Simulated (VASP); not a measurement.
Write the native input for VASP 6.6.1 that does the following.

* Task: single point
* Functional: r2SCAN
* Potentials or basis: VASP PAW PBE potentials, release 64 (Mg_sv, O)
* Cutoff: 920 eV
* k mesh: 6 × 6 × 6
* Occupations: fermi-dirac, width 0.05 eV
* Spin: no spin polarisation
* Dipole correction: no
* Further INCAR settings: ALGO = Normal; EDIFF = 1e-06; NBANDS = 15

MgO:

```xyz
2
Lattice="0.0000 2.0970 2.0970 2.0970 0.0000 2.0970 2.0970 2.0970 0.0000" Properties=species:S:1:pos:R:3 pbc="T T T"
Mg    0.0000    0.0000    0.0000
O     2.0970    2.0970    2.0970
```

The input as run:

POSCAR

```
MgO
1.0
    0.0000000000      2.0970013927      2.0970013927
    2.0970013927      0.0000000000      2.0970013927
    2.0970013927      2.0970013927      0.0000000000
Mg O
1 1
Direct
    0.0000000000      0.0000000000      0.0000000000
    0.5000000000      0.5000000000      0.5000000000
```

INCAR.step1

```
ALGO = Normal ; EDIFF = 1E-5
ENCUT = 920 ; GGA = PE
GGA_COMPAT = False ; ISMEAR = -1
LASPH = True ; LCHARG = False
LREAL = False ; LWAVE = True
NBANDS = 15 ; NELM = 120
PREC = Accurate ; SIGMA = 0.05
```

INCAR.step2

```
ALGO = Normal ; EDIFF = 1E-6
ENCUT = 920 ; GGA_COMPAT = False
ISIF = 2 ; ISMEAR = -1
ISTART = 1 ; LASPH = True
LCHARG = False ; LMIXTAU = True
LREAL = False ; LWAVE = False
METAGGA = R2SCAN ; NBANDS = 15
NELM = 120 ; PREC = Accurate
SIGMA = 0.05
```

KPOINTS

```
k-points
0
Gamma
  6 6 6
```

Potentials or basis: VASP PAW PBE potentials, release 64 (Mg_sv, O).

Run with:

```sh
$ cat potpaw_PBE.64/Mg_sv/POTCAR potpaw_PBE.64/O/POTCAR > POTCAR
$ cp INCAR.step1 INCAR
$ mpirun -np 1 vasp_std > vasp.out
$ cp INCAR.step2 INCAR
$ mpirun -np 1 vasp_std > vasp.out
```

Results of the run:

| Property | Result |
| --- | --- |
| Pressure | 1.8 GPa |
| Band gap on the k mesh | 5.78 eV |

Caveat: the k points lie up to 0.43 Å⁻¹ apart; the PAW data sets were made with another functional, which shifts forces and pressure a little.

Run time: 26 s on 1 thread of Intel(R) Xeon(R) 6975P-C (Granite Rapids), with other jobs on the host, peak memory 0.16 GiB.
